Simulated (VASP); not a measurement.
# Zn2Si2N (P-6m2) in VASP: relaxation of cell and atoms with PBE

Aim: the relaxation of cell and atoms of Zn2Si2N with PBE.

Program: VASP 6.6.1. These are calculated values, not measurements. Logs are shortened: lines on timing, memory, paths and dates and some standing lists are left out, and cuts for length are marked.

### Step 1. The cell of the first run

Symmetry: P-6m2, No. 187, hexagonal system. The conventional cell has a = 4.095 Å, b = 4.095 Å, c = 5.498 Å, α = 90.00°, β = 90.00°, γ = 120.00°. Zn (site symmetry 3m) has 1 Si at 1.67 Å and 1 Zn at 2.15 Å within 2.2 Å. Si (site symmetry -6m2) has 6 Zn at 2.60 Å and 2 N at 2.75 Å within 3.4 Å. Si (site symmetry -6m2) has 2 Zn at 1.67 Å within 2.2 Å. N (site symmetry -6m2) has 5 Si at 2.36 to 2.75 Å and 6 Zn at 2.90 Å within 3.1 Å.

The cell was built from a structure type or drawn by symmetry, and may not be a known phase.

### Step 2. Relaxation of cell and atoms, PBE

Contents of INCAR:

```
ALGO     = Normal         # electronic algorithm
EDIFF    = 1E-7           # SCF threshold, eV
EDIFFG   = -0.04          # ionic threshold
ENCUT    = 910            # plane-wave cutoff, eV
GGA      = PE             # functional
GGA_COMPAT= False        
IBRION   = 2              # ionic algorithm
ISIF     = 3              # what is computed and relaxed
ISMEAR   = 0              # smearing method
LASPH    = True           # aspherical terms in the spheres
LCHARG   = False          # write CHGCAR
LREAL    = False          # projectors in reciprocal space
LWAVE    = False          # write WAVECAR
NELM     = 120            # most SCF steps
NELMIN   = 4            
NSW      = 90             # ionic steps
PREC     = Accurate       # precision mode
SIGMA    = 0.1            # smearing width, eV
```

Contents of KPOINTS:

```
k-points
0
Gamma
  6 6 4
```

Contents of POSCAR:

```
Zn2Si2N
1.0
    4.0952851300      0.0000000000      0.0000000000
   -2.0476425700      3.5466209600      0.0000000000
    0.0000000000      0.0000000000      5.4977870500
Zn Si N
2 2 1
Direct
    0.6666666700      0.3333333300      0.3043193900
    0.6666666700      0.3333333300      0.6956806100
    0.3333333300      0.6666666700      0.5000000000
    0.6666666700      0.3333333300      0.0000000000
    0.3333333300      0.6666666700      0.0000000000
```

Potentials or basis: VASP PAW PBE potentials, release 64 (Zn, Si, N_h).

Command:

```bash
$ cat potpaw_PBE.64/Zn/POTCAR potpaw_PBE.64/Si/POTCAR potpaw_PBE.64/N_h/POTCAR > POTCAR
$ mpirun -np 1 vasp_std > vasp.out
```

OUTCAR:

```text
EDIFF = 1E-7
   EDIFFG = -0.04
   ENCUT = 910
   GGA = PE
   IBRION = 2
   ISIF = 3
   ISMEAR = 0
   LASPH = True
   LREAL = False
   NELM = 120
   NELMIN = 4
   NSW = 90
   PREC = Accurate

 ion  position               nearest neighbor table
   1  0.667  0.333  0.304-   4 1.67   2 2.15   3 2.60   3 2.60   3 2.60
   2  0.667  0.333  0.696-   4 1.67   1 2.15   3 2.60   3 2.60   3 2.60
   3  0.333  0.667  0.500-   1 2.60   2 2.60   1 2.60   2 2.60   1 2.60   2 2.60
   4  0.667  0.333  0.000-   1 1.67   2 1.67
   5  0.333  0.667  0.000-

  LATTYP: Found a hexagonal cell.
 ALAT       =     4.0952851300
 C/A-ratio  =     1.3424674658

  Lattice vectors:

 A1 = (   4.0952851300,   0.0000000000,   0.0000000000)
 A2 = (  -2.0476425700,   3.5466209600,   0.0000000000)
 A3 = (   0.0000000000,   0.0000000000,   5.4977870500)

Analysis of symmetry for initial positions (statically):
=====================================================================
 Subroutine PRICEL returns:
 Original cell was already a primitive cell.

 Routine SETGRP: Setting up the symmetry group for a
 hexagonal supercell.

 Subroutine GETGRP returns: Found 12 space group operations
 (whereof 12 operations were pure point group operations)
 out of a pool of 24 trial point group operations.

The static configuration has the point symmetry D_3h.

Analysis of symmetry for dynamics (positions and initial velocities):
=====================================================================
 Subroutine PRICEL returns:
 Original cell was already a primitive cell.

 Routine SETGRP: Setting up the symmetry group for a
 hexagonal supercell.

 Subroutine GETGRP returns: Found 12 space group operations
 (whereof 12 operations were pure point group operations)
 out of a pool of 24 trial point group operations.

The dynamic configuration has the point symmetry D_3h.

 Subroutine INISYM returns: Found 12 space group operations
 (whereof 12 operations are pure point group operations),
 and found     1 'primitive' translations

----------------------------------------------------------------------------------------

                                     Primitive cell

  volume of cell :      79.8522

  direct lattice vectors                    reciprocal lattice vectors
     4.095285130  0.000000000  0.000000000     0.244183242  0.140979261  0.000000000
    -2.047642570  3.546620960  0.000000000     0.000000000  0.281958521  0.000000000
     0.000000000  0.000000000  5.497787050     0.000000000  0.000000000  0.181891367

  length of vectors
     4.095285130  4.095285134  5.497787050     0.281958521  0.281958521  0.181891367

  position of ions in fractional coordinates (direct lattice)
     0.666666670  0.333333330  0.304319390
     0.666666670  0.333333330  0.695680610
     0.333333330  0.666666670  0.500000000
     0.666666670  0.333333330  0.000000000
     0.333333330  0.666666670  0.000000000

  ion indices of the primitive-cell ions
   primitive index   ion index
                 1           1
                 2           2
                 3           3
                 4           4
                 5           5

----------------------------------------------------------------------------------------

 KPOINTS: k-points

Automatic generation of k-mesh.
 Grid dimensions read from file:
 generate k-points for:    6    6    4

 Generating k-lattice:

  Cartesian coordinates                     Fractional coordinates (reciprocal lattice)
     0.040697207  0.023496543  0.000000000     0.166666667  0.000000000  0.000000000
     0.000000000  0.046993087  0.000000000     0.000000000  0.166666667  0.000000000
     0.000000000  0.000000000  0.045472842     0.000000000  0.000000000  0.250000000

  Length of vectors
     0.046993087  0.046993087  0.045472842

  Shift w.r.t. Gamma in fractional coordinates (k-lattice)
     0.000000000  0.000000000  0.000000000

 Subroutine IBZKPT returns following result:
 ===========================================

 Found     21 irreducible k-points:

 Following reciprocal coordinates:
            Coordinates               Weight
  0.000000  0.000000  0.000000      1.000000
  0.166667  0.000000  0.000000      6.000000
  0.333333 -0.000000  0.000000      6.000000
  0.500000 -0.000000  0.000000      3.000000
  0.166667  0.166667  0.000000      6.000000
  0.333333  0.166667  0.000000     12.000000
[... 13 lines left out ...]
  0.333333  0.166667  0.500000     12.000000
  0.333333  0.333333  0.500000      2.000000
   k-points           NKPTS =     21   k-points in BZ     NKDIM =     21   number of bands    NBANDS=     22
   number of dos      NEDOS =    301   number of ions     NIONS =      5
   total plane-waves  NPLWV =  86400
   dimension x,y,z NGX =    40 NGY =   40 NGZ =   54
   dimension x,y,z NGXF=    80 NGYF=   80 NGZF=  108
   ions per type =               2   2   1
   NGX,Y,Z   is equivalent  to a cutoff of  16.24, 16.24, 16.33 a.u.
   NGXF,Y,Z  is equivalent  to a cutoff of  32.48, 32.48, 32.66 a.u.
 SYSTEM =  unknown system
   PREC   = accura    normal or accurate (medium, high low for compatibility)
   ISTART =      0    job   : 0-new  1-cont  2-samecut
   ICHARG =      2    charge: 1-file 2-atom 10-const
   ISPIN  =      1    spin polarized calculation?
   LNONCOLLINEAR =      F non collinear calculations
   LSORBIT =      F    spin-orbit coupling
   LASPH  =      T    aspherical Exc in radial PAW
   ENCUT  =  910.0 eV  66.88 Ry    8.18 a.u.  10.07 10.07 13.52*2*pi/ulx,y,z
   NELM   =    120;   NELMIN=  4; NELMDL= -5     # of ELM steps
   EDIFF  = 0.1E-06   stopping-criterion for ELM
   LREAL  =      F    real-space projection
   EDIFFG = -.4E-01   stopping-criterion for IOM
   NSW    =     90    number of steps for IOM
   IBRION =      2    ionic relax: 0-MD 1-quasi-New 2-CG
   NFREE  =      1    steps in history (QN), initial steepest desc. (CG)
   ISIF   =      3    stress and relaxation
   ISYM   =      2    0-nonsym 1-usesym 2-fastsym
   POTIM  = 0.5000    time-step for ionic-motion
   TEBEG  =    0.0;   TEEND  =   0.0 temperature during run
   PSTRESS=    0.0 pullay stress
   NELECT =      37.0000    total number of electrons
   NUPDOWN=      -1.0000    fix difference up-down
   EMIN   =  10.00;   EMAX   =-10.00  energy-range for DOS
   EFERMI =   0.00;   METHOD = LEGACY
   ISMEAR =     0;   SIGMA  =   0.10  broadening in eV -4-tet -1-fermi 0-gaus
   EFERMI_NEDOS =   21; number of points for ismear=-14 and -15
   IALGO  =     38    algorithm
   IMIX   =      4    mixing-type and parameters
     AMIX     =   0.40;   BMIX     =  1.00
     AMIX_MAG =   1.60;   BMIX_MAG =  1.00
  volume/ion in A,a.u.               =      15.97       107.77
  Fermi-wavevector in a.u.,A,eV,Ry     =   1.266815  2.393933 21.834898  1.604820
  Thomas-Fermi vector in A             =   2.399996
   LORBIT       =      0    0 simple, 1 ext, 2 COOP (PROOUT), +10 PAW based schemes
   GGA     = PE    functional components
   LHFCALC =     F    Hartree Fock is set to
   AEXX    =    0.0000 exact exchange contribution
   IVDW    =     0    specifies the selected vdW correction
   LEPSILON=     F    determine dielectric tensor
   LRPA    =     F    only Hartree local field effects (RPA)
 conjugate gradient relaxation of ions
 non-spin polarized calculation
 Gauss-broadening in eV      SIGMA  =   0.10
  energy-cutoff  :      910.00
  volume of cell :       79.85
 maximum number of plane-waves:      5022
   NGX = 21   NGY = 21   NGZ = 27

--------------------------------------- Ionic step        1  -------------------------------------------

 number of electron      36.9999997 magnetization

 Free energy of the ion-electron system (eV)
  ---------------------------------------------------
  ext. energy  EPLUGINS =         0.00000000
  ---------------------------------------------------
  free energy    TOTEN  =        -7.65851784 eV

  energy without entropy =       -7.64925329  energy(sigma->0) =       -7.65388557

------------------------ aborting loop because EDIFF is reached ----------------------------------------

  FORCE on cell =-STRESS in cart. coord.  units (eV):
  Direction    XX          YY          ZZ          XY          YZ          ZX
  --------------------------------------------------------------------------------------
  -------------------------------------------------------------------------------------
  Total       -3.7580634     -3.7580634     75.2082350      0.0000000      0.0000000     -0.0000000
  in kB      -75.4028645    -75.4028646   1508.9996686      0.0000001      0.0000000     -0.0000000
  external PRESSURE =     452.7313132 kB  Pullay stress =       0.0000000 kB
[... 98 lines left out ...]
  FREE ENERGIE OF THE ION-ELECTRON SYSTEM (eV)
  ---------------------------------------------------
  free  energy   TOTEN  =        -1.5353729125 eV

  energy  without entropy=       -1.5181121967  energy(sigma->0) =       -1.52674255

 E-fermi :   2.7373     XC(G=0):  -9.5085

 val. band max:        2.7025751816   @ k =   0.5000  -0.0000   0.0000
 cond. band min:       2.7720038700   @ k =   0.5000  -0.0000   0.0000
 fundamental gap:      0.0694286884
 Fermi energy:         2.7373083654

 k-point     1 :       0.0000    0.0000    0.0000
  band No.  band energies     occupation
      1     -11.2605      2.00000
      2      -7.0462      2.00000
      3      -4.7825      2.00000
      4      -4.5538      2.00000
      5      -4.5538      2.00000
      6      -4.3195      2.00000
[... 499 lines left out ...]
      6      -4.3109      2.00000
[... 14 lines left out ...]
     21       5.0800      0.00000
     22       5.3533      0.00000

 E-fermi :   4.0744     XC(G=0): -10.1507

 val. band max:        4.0628400030   @ k =   0.1667   0.0000   0.2500
 cond. band min:       4.0787870460   @ k =   0.3333  -0.0000   0.5000
 fundamental gap:      0.0159470430
 Fermi energy:         4.0744483915

 k-point     1 :       0.0000    0.0000    0.0000
  band No.  band energies     occupation
      1     -11.4007      2.00000
      2      -6.9017      2.00000
      3      -3.7497      2.00000
      4      -3.5926      2.00000
      5      -3.5926      2.00000
      6      -3.4348      2.00000
[... 499 lines left out ...]
      6      -3.3395      2.00000
[... 14 lines left out ...]
     21       5.7948      0.00000
     22       7.2604      0.00000

[... ionic steps 4 to 39 ...]

--------------------------------------- Ionic step       40  -------------------------------------------

 number of electron      37.0000032 magnetization

------------------------ aborting loop because EDIFF is reached ----------------------------------------

  FORCE on cell =-STRESS in cart. coord.  units (eV):
  Direction    XX          YY          ZZ          XY          YZ          ZX
  --------------------------------------------------------------------------------------
  -------------------------------------------------------------------------------------
  Total       -0.1188175     -0.1188175      0.2043446      0.0000000      0.0000000      0.0000000
  in kB       -2.6182267     -2.6182267      4.5028767      0.0000000      0.0000000      0.0000000
  external PRESSURE =      -0.2445256 kB  Pullay stress =       0.0000000 kB
[... 63 lines left out ...]
  energy  without entropy=      -19.5821790737  energy(sigma->0) =      -19.59199522

--------------------------------------- Ionic step       42  -------------------------------------------

 number of electron      37.0000037 magnetization

 Free energy of the ion-electron system (eV)
  ---------------------------------------------------
  ext. energy  EPLUGINS =         0.00000000
  ---------------------------------------------------
  free energy    TOTEN  =       -19.60260850 eV

  energy without entropy =      -19.58374570  energy(sigma->0) =      -19.59317710

 E-fermi :   5.6085     XC(G=0): -10.8491

 val. band max:        5.5931293973   @ k =   0.3333  -0.0000   0.5000
 cond. band min:       5.6227605283   @ k =   0.3333   0.1667   0.5000
 fundamental gap:      0.0296311311
 Fermi energy:         5.6084736731

 k-point     1 :       0.0000    0.0000    0.0000
  band No.  band energies     occupation
      1     -12.5875      2.00000
      2      -5.7711      2.00000
      3      -2.7166      2.00000
      4      -1.9930      2.00000
      5      -1.9787      2.00000
      6      -1.7172      2.00000
[... 546 lines left out ...]
  FREE ENERGIE OF THE ION-ELECTRON SYSTEM (eV)
  ---------------------------------------------------
  free  energy   TOTEN  =       -19.6026085029 eV

  energy  without entropy=      -19.5837457038  energy(sigma->0) =      -19.59317710

 reached required accuracy - stopping structural energy minimisation
```

Run time: 34 min. Hardware: 1 thread of Intel Xeon Platinum 8259CL at 2.50GHz (Skylake/Cascade Lake), shared host; peak memory 0.36 GiB.

What came out:

- Free energy: -19.6026 eV
- Relaxed volume: 14.53 Å³/atom
- Relaxed cell: a = 3.172 Å, b = 3.172 Å, c = 8.342 Å, α = 90.00°, β = 90.00°, γ = 120.00°
- Space group after relaxing (to 0.1 Å): P-6m2 (No. 187)
- Pressure after relaxing: -0.1 GPa
- Largest force after relaxing: 0.010 eV/Å
- Band gap on the k mesh: zero (an odd number of electrons rules out a gap without spin polarisation)

Forces in eV/Å, atoms in the order of the input:
```
Zn   0.000  0.000  0.010
Zn   0.000  0.000 -0.010
Si   0.000  0.000  0.000
Si   0.000  0.000  0.000
N    0.000  0.000  0.000
```

Stress tensor (GPa, compression positive):
```
-0.26  0.00  0.00
 0.00 -0.26  0.00
 0.00  0.00  0.26
```

Final structure:
```
CELL_PARAMETERS angstrom
3.17176 0.00000 0.00000
-1.58588 2.74683 0.00000
0.00000 0.00000 8.34165
ATOMIC_POSITIONS crystal
Zn 0.66667 0.33333 0.29581
Zn 0.66667 0.33333 0.70419
Si 0.33333 0.66667 0.50000
Si 0.66667 0.33333 0.00000
N 0.33333 0.66667 0.00000
```

Levels at points of the mesh, in eV from the Fermi level:
```csv
k point,band 17,band 18,band 19,band 20,band 21,band 22
"(0.00, 0.00, 0.00)",-4.02,1.26,2.06,4.82,4.82,5.30
"(0.50, 0.00, 0.00)",-2.63,-1.69,-0.71,1.34,2.08,2.19
"(0.00, 0.00, 0.50)",-2.00,-0.14,3.45,4.99,5.11,5.11
"(0.50, 0.00, 0.50)",-2.70,-1.48,-1.39,0.41,2.04,3.37
```

Caveat: the cutoff is under 1.25 times the usual one of these potentials, so pressure, stress and relaxed cells hold a basis-set (Pulay) error; a cell axis changed by over 15 % at a fixed basis, so the end point is rough.
